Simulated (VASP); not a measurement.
# HC12 in VASP: further runs

Runs on HC12. Level: LDA. Tasks: single point.

Everything below comes from runs of VASP 6.6.1. Logs are shortened: lines on timing, memory, paths and dates and some standing lists are left out, and cuts for length are marked.

## (1) The cell of the first run

The cell holds a slab with vacuum, 26 atoms: a = 4.889 Å, b = 7.202 Å, c = 22.768 Å, α = 90.00°, β = 90.00°, γ = 109.84°.

## (2) Single point, LDA

Input file INCAR:

```
PREC = Accurate
ENCUT = 520
EDIFF = 1E-6
ISMEAR = 0
SIGMA = 0.05
LREAL = Auto
LASPH = T
NELM = 80
ALGO = Normal
ISIF = 2
LWAVE = F
LCHARG = F
LDIPOL = T
IDIPOL = 3
DIPOL = 0.5 0.5 0.302
NBANDS = 68
```

Input file KPOINTS:

```
Automatic mesh
0
Gamma
  6 4 1
```

Input file POSCAR:

```
HC12
1.0
    4.8892663280      0.0000000000      0.0000000000
   -2.4446331640      6.7739291692      0.0000000000
    0.0000000000      0.0000000000     22.7684096771
C H
24 2
Direct
    0.4020794403      0.3041588806      0.1756820110
    0.4020794403      0.8041588805      0.1756820110
    0.9020794403      0.3041588806      0.1756820110
    0.9020794403      0.8041588805      0.1756820110
    0.1630408159      0.3260816317      0.2059829668
    0.1630408159      0.8260816317      0.2059829668
    0.6630408159      0.3260816317      0.2059829668
    0.6630408159      0.8260816317      0.2059829668
    0.1846395683      0.3692791367      0.2666259491
    0.1846395683      0.8692791367      0.2666259491
    0.6846395683      0.3692791367      0.2666259491
    0.6846395683      0.8692791367      0.2666259491
    0.4461625696      0.3923265051      0.2960492075
    0.4461625696      0.8923265051      0.2960492075
    0.9461625696      0.3923265051      0.2960492075
    0.9461625696      0.8923265051      0.2960492075
    0.4715644646      0.4431294558      0.3591099590
    0.4715644646      0.9431294558      0.3591099590
    0.9715644646      0.4431294558      0.3591099590
    0.9715644646      0.9431294558      0.3591099590
    0.2327030006      0.4654044969      0.3851129614
    0.2327030006      0.9654044969      0.3851129614
    0.7327030006      0.4654044969      0.3851129614
    0.7327030006      0.9654044969      0.3851129614
    0.2327030006      0.9202753343      0.5432267713
    0.2327030006      1.0105336595      0.5432267713
```

Potentials or basis: VASP PAW LDA potentials, release 64 (C, H).

The run is started by

```bash
cat potpaw_LDA.64/C/POTCAR potpaw_LDA.64/H/POTCAR > POTCAR
mpirun -np 1 vasp_std > vasp.out
```

OUTCAR:

```text
PREC = Accurate
   ENCUT = 520
   EDIFF = 1E-6
   ISMEAR = 0
   LREAL = Auto
   LASPH = T
   NELM = 80
   ISIF = 2

 ion  position               nearest neighbor table
   1  0.402  0.304  0.176-   5 1.41   7 1.41
   2  0.402  0.804  0.176-   8 1.41   6 1.41
   3  0.902  0.304  0.176-   7 1.41   5 1.41
   4  0.902  0.804  0.176-   6 1.41   8 1.41
   5  0.163  0.326  0.206-   1 1.41   3 1.41   9 1.41
   6  0.163  0.826  0.206-   4 1.41   2 1.41  10 1.41
   7  0.663  0.326  0.206-   3 1.41   1 1.41  11 1.41
   8  0.663  0.826  0.206-   2 1.41   4 1.41  12 1.41
   9  0.185  0.369  0.267-  13 1.40  15 1.40   5 1.41
  10  0.185  0.869  0.267-  14 1.40  16 1.40   6 1.41
[... 8 lines left out ...]
  19  0.972  0.443  0.359-  23 1.37  21 1.37  15 1.48
  20  0.972  0.943  0.359-  24 1.37  22 1.37  16 1.48
  21  0.233  0.465  0.385-  17 1.37  19 1.37
  22  0.233  0.965  0.385-  18 1.37  20 1.37
  23  0.733  0.465  0.385-  19 1.37  17 1.37
  24  0.733  0.965  0.385-  20 1.37  18 1.37
  25  0.233  0.920  0.543-  26 0.65
  26  0.233  0.011  0.543-  25 0.65

  LATTYP: Found a base centered orthorhombic cell.
 ALAT       =     4.8892663280
 B/A-ratio  =     2.7709389159
 C/A-ratio  =     4.6568151845

  Lattice vectors:

 A1 = (   2.4446331640,  -6.7739291692,   0.0000000000)
 A2 = (   2.4446331640,   6.7739291692,   0.0000000000)
 A3 = (   0.0000000000,   0.0000000000,  22.7684096771)

Analysis of symmetry for initial positions (statically):
=====================================================================
 Subroutine PRICEL returns:
 Original cell was already a primitive cell.

 Routine SETGRP: Setting up the symmetry group for a
 base centered orthorhombic supercell.

 Subroutine GETGRP returns: Found  1 space group operations
 (whereof  1 operations were pure point group operations)
 out of a pool of  8 trial point group operations.

The static configuration has the point symmetry C_1 .

Analysis of symmetry for dynamics (positions and initial velocities):
=====================================================================
 Subroutine PRICEL returns:
 Original cell was already a primitive cell.

 Routine SETGRP: Setting up the symmetry group for a
 base centered orthorhombic supercell.

 Subroutine GETGRP returns: Found  1 space group operations
 (whereof  1 operations were pure point group operations)
 out of a pool of  8 trial point group operations.

The dynamic configuration has the point symmetry C_1 .

 Subroutine INISYM returns: Found  1 space group operations
 (whereof  1 operations are pure point group operations),
 and found     1 'primitive' translations

----------------------------------------------------------------------------------------

                                     Primitive cell

  volume of cell :     754.0793

  direct lattice vectors                    reciprocal lattice vectors
     4.889266328  0.000000000  0.000000000     0.204529664  0.073812405  0.000000000
    -2.444633164  6.773929169  0.000000000     0.000000000  0.147624809  0.000000000
     0.000000000  0.000000000 22.768409677     0.000000000  0.000000000  0.043920503

  length of vectors
     4.889266328  7.201551756 22.768409677     0.217441152  0.147624809  0.043920503

  position of ions in fractional coordinates (direct lattice)
     0.402079440  0.304158881  0.175682011
     0.402079440  0.804158880  0.175682011
     0.902079440  0.304158881  0.175682011
     0.902079440  0.804158880  0.175682011
     0.163040816  0.326081632  0.205982967
     0.163040816  0.826081632  0.205982967
[... 18 lines left out ...]
     0.232703001  0.920275334  0.543226771
     0.232703001  0.010533659  0.543226771

  ion indices of the primitive-cell ions
   primitive index   ion index
                 1           1
                 2           2
                 3           3
                 4           4
                 5           5
                 6           6
[... 18 lines left out ...]
                25          25
                26          26

----------------------------------------------------------------------------------------

 KPOINTS: Automatic mesh

Automatic generation of k-mesh.
 Grid dimensions read from file:
 generate k-points for:    6    4    1

 Generating k-lattice:

  Cartesian coordinates                     Fractional coordinates (reciprocal lattice)
     0.034088277  0.012302067  0.000000000     0.166666667  0.000000000  0.000000000
     0.000000000  0.036906202  0.000000000     0.000000000  0.250000000  0.000000000
     0.000000000  0.000000000  0.043920503     0.000000000  0.000000000  1.000000000

  Length of vectors
     0.036240192  0.036906202  0.043920503

  Shift w.r.t. Gamma in fractional coordinates (k-lattice)
     0.000000000  0.000000000  0.000000000

 -----------------------------------------------------------------------------
|                                                                             |
|           W    W    AA    RRRRR   N    N  II  N    N   GGGG   !!!           |
|           W    W   A  A   R    R  NN   N  II  NN   N  G    G  !!!           |
|           W    W  A    A  R    R  N N  N  II  N N  N  G       !!!           |
|           W WW W  AAAAAA  RRRRR   N  N N  II  N  N N  G  GGG   !            |
|           WW  WW  A    A  R   R   N   NN  II  N   NN  G    G                |
|           W    W  A    A  R    R  N    N  II  N    N   GGGG   !!!           |
|                                                                             |
|     Your reciprocal lattice and k-lattice belong to different lattice       |
|     classes:                                                                |
|                                                                             |
|        The reciprocal lattice is base centered orthorhombic,                |
|        whereas your k-lattice is simple monoclinic.                         |
|                                                                             |
|     Results are often still useful ...                                      |
|                                                                             |
 -----------------------------------------------------------------------------

 WARNING: IBZKPT: internal override: KBLOWUP is changed to .FALSE.
      ... skipping the blow-up phase ...

 Subroutine IBZKPT returns following result:
 ===========================================

 Found     14 irreducible k-points:

 Following reciprocal coordinates:
            Coordinates               Weight
  0.000000  0.000000  0.000000      1.000000
  0.166667  0.000000  0.000000      2.000000
  0.333333  0.000000  0.000000      2.000000
  0.500000  0.000000  0.000000      1.000000
  0.000000  0.250000  0.000000      2.000000
  0.166667  0.250000  0.000000      2.000000
  0.333333  0.250000  0.000000      2.000000
  0.500000  0.250000  0.000000      2.000000
 -0.333333  0.250000  0.000000      2.000000
 -0.166667  0.250000  0.000000      2.000000
  0.000000  0.500000  0.000000      1.000000
  0.166667  0.500000  0.000000      2.000000
  0.333333  0.500000  0.000000      2.000000
  0.500000  0.500000  0.000000      1.000000
   k-points           NKPTS =     14   k-points in BZ     NKDIM =     14   number of bands    NBANDS=     68
   number of dos      NEDOS =    301   number of ions     NIONS =     26
   total plane-waves  NPLWV = 349920
   dimension x,y,z NGX =    36 NGY =   54 NGZ =  180
   dimension x,y,z NGXF=    72 NGYF=  108 NGZF=  360
   ions per type =              24   2
   NGX,Y,Z   is equivalent  to a cutoff of  12.24, 12.47, 13.14 a.u.
   NGXF,Y,Z  is equivalent  to a cutoff of  24.48, 24.93, 26.29 a.u.
 SYSTEM =  unknown system
   PREC   = accura    normal or accurate (medium, high low for compatibility)
   ISTART =      0    job   : 0-new  1-cont  2-samecut
   ICHARG =      2    charge: 1-file 2-atom 10-const
   ISPIN  =      1    spin polarized calculation?
   LNONCOLLINEAR =      F non collinear calculations
   LSORBIT =      F    spin-orbit coupling
   LASPH  =      T    aspherical Exc in radial PAW
   ENCUT  =  520.0 eV  38.22 Ry    6.18 a.u.   9.09 13.39 42.33*2*pi/ulx,y,z
   NELM   =     80;   NELMIN=  2; NELMDL= -5     # of ELM steps
   EDIFF  = 0.1E-05   stopping-criterion for ELM
   LREAL  =      T    real-space projection
   EDIFFG = 0.1E-04   stopping-criterion for IOM
   NSW    =      0    number of steps for IOM
   IBRION =     -1    ionic relax: 0-MD 1-quasi-New 2-CG
   NFREE  =      0    steps in history (QN), initial steepest desc. (CG)
   ISIF   =      2    stress and relaxation
   ISYM   =      2    0-nonsym 1-usesym 2-fastsym
   POTIM  = 0.5000    time-step for ionic-motion
   TEBEG  =    0.0;   TEEND  =   0.0 temperature during run
   PSTRESS=    0.0 pullay stress
   NELECT =      98.0000    total number of electrons
   NUPDOWN=      -1.0000    fix difference up-down
   EMIN   =  10.00;   EMAX   =-10.00  energy-range for DOS
   EFERMI =   0.00;   METHOD = LEGACY
   ISMEAR =     0;   SIGMA  =   0.05  broadening in eV -4-tet -1-fermi 0-gaus
   EFERMI_NEDOS =   21; number of points for ismear=-14 and -15
   IALGO  =     38    algorithm
   IMIX   =      4    mixing-type and parameters
     AMIX     =   0.40;   BMIX     =  1.00
     AMIX_MAG =   1.60;   BMIX_MAG =  1.00
  volume/ion in A,a.u.               =      29.00       195.72
  Fermi-wavevector in a.u.,A,eV,Ry     =   0.829235  1.567028  9.355793  0.687631
  Thomas-Fermi vector in A             =   1.941748
   LORBIT       =      0    0 simple, 1 ext, 2 COOP (PROOUT), +10 PAW based schemes
   GGA     = CA    functional components
   LHFCALC =     F    Hartree Fock is set to
   AEXX    =    0.0000 exact exchange contribution
   IVDW    =     0    specifies the selected vdW correction
   LEPSILON=     F    determine dielectric tensor
   LRPA    =     F    only Hartree local field effects (RPA)
 non-spin polarized calculation
 Gauss-broadening in eV      SIGMA  =   0.05
  energy-cutoff  :      520.00
  volume of cell :      754.08
 maximum number of plane-waves:     20327
   NGX = 19   NGY = 27   NGZ = 85

 dipolmoment           0.000000      0.000000      0.032918 electrons x Angstroem

 number of electron      97.9999999 magnetization

 dipolmoment           0.000000      0.000000     -0.103900 electrons x Angstroem

 Free energy of the ion-electron system (eV)
  ---------------------------------------------------
  ext. energy  EPLUGINS =         0.00000000
  ---------------------------------------------------
  free energy    TOTEN  =      -221.12213226 eV

  energy without entropy =     -221.09720456  energy(sigma->0) =     -221.10966841

 E-fermi :  -3.6837     XC(G=0):  -3.9967

 val. band max:       -3.6907068146   @ k =   0.3333   0.5000   0.0000
 cond. band min:      -3.6659742425   @ k =   0.3333   0.0000   0.0000
 fundamental gap:      0.0247325721
 Fermi energy:        -3.6837105049

 k-point     1 :       0.0000    0.0000    0.0000
  band No.  band energies     occupation
      1     -22.6078      2.00000
      2     -22.2791      2.00000
      3     -20.8581      2.00000
      4     -20.5955      2.00000
      5     -18.3698      2.00000
      6     -18.2296      2.00000
[... 885 lines left out ...]
     60       2.0860      0.00000
     61       2.0911      0.00000
 [bands above 61 left out]

------------------------ aborting loop because EDIFF is reached ----------------------------------------

 vacuum level on the upper side and lower side of the slab       (xc-potential included)        -0.381         0.167

  FORCE on cell =-STRESS in cart. coord.  units (eV):
  Direction    XX          YY          ZZ          XY          YZ          ZX
  --------------------------------------------------------------------------------------
  -------------------------------------------------------------------------------------
  Total        2.2294179      1.7623897      4.6941619     -1.1356274      1.7553689     -0.0119142
  in kB        4.7367998      3.7445143      9.9735922     -2.4128448      3.7295973     -0.0253138
  external PRESSURE =       6.1516354 kB  Pullay stress =       0.0000000 kB

 VOLUME and BASIS-vectors are now :
 -----------------------------------------------------------------------------
  energy-cutoff  :      520.00
  volume of cell :      754.08
      direct lattice vectors                 reciprocal lattice vectors
     4.889266328  0.000000000  0.000000000     0.204529664  0.073812405  0.000000000
    -2.444633164  6.773929169  0.000000000     0.000000000  0.147624809  0.000000000
     0.000000000  0.000000000 22.768409677     0.000000000  0.000000000  0.043920503

 POSITION                                       TOTAL-FORCE (eV/Angst)
 -----------------------------------------------------------------------------------
      1.22232      2.06035      4.00000         0.001983      0.294721      1.823590
      0.00000      5.44732      4.00000         0.003348      0.293743      1.819366
      3.66695      2.06035      4.00000         0.002400      0.294527      1.823401
      2.44463      5.44732      4.00000         0.001027      0.293729      1.819375
      0.00000      2.20885      4.68990        -0.000523     -0.704290     -3.471051
     -1.22232      5.59582      4.68990        -0.000624     -0.703768     -3.465957
[... 18 lines left out ...]
     -1.11199      6.23388     12.36841         1.891127     -5.234617     -0.016718
      1.11200      0.07135     12.36841        -1.890117      5.233345     -0.019345
 -----------------------------------------------------------------------------------
    total drift:                               -0.009768      0.010927      0.023047

  FREE ENERGIE OF THE ION-ELECTRON SYSTEM (eV)
  ---------------------------------------------------
  free  energy   TOTEN  =      -221.1221322602 eV

  energy  without entropy=     -221.0972045609  energy(sigma->0) =     -221.10966841

 vacuum level on the upper side and lower side of the slab         2.787         3.354
```

Run time: 28 min. Hardware: 1 thread of Intel Xeon Platinum 8488C (Sapphire Rapids), shared host; peak memory 0.79 GiB.

What came out:

```
Free energy            : -221.1221 eV
Largest force          : 5.566 eV/Å
Band gap on the k mesh : zero (band 49 reaches -3.65 eV, above the bottom of band 50 at -3.70 eV)
```

Forces on the atoms (eV/Å):
```
C    0.002  0.295  1.824
C    0.003  0.294  1.819
C    0.002  0.295  1.823
C    0.001  0.294  1.819
C   -0.001 -0.704 -3.471
C   -0.001 -0.704 -3.466
C   -0.001 -0.704 -3.471
C   -0.001 -0.703 -3.464
C   -0.002  0.396  1.551
C   -0.002  0.396  1.548
C   -0.002  0.396  1.550
C   -0.002  0.396  1.549
C    0.002 -0.003  0.019
C    0.000 -0.002  0.022
C    0.001 -0.002  0.019
C    0.003 -0.002  0.022
C    0.002 -0.060 -0.023
C    0.003 -0.059 -0.012
C    0.002 -0.060 -0.024
C    0.001 -0.060 -0.013
C   -0.003  0.077  0.105
C   -0.003  0.074  0.103
C   -0.002  0.076  0.102
C   -0.002  0.076  0.105
H    1.891 -5.235 -0.017
H   -1.890  5.233 -0.019
```

(Continued in part 2 of 2.)
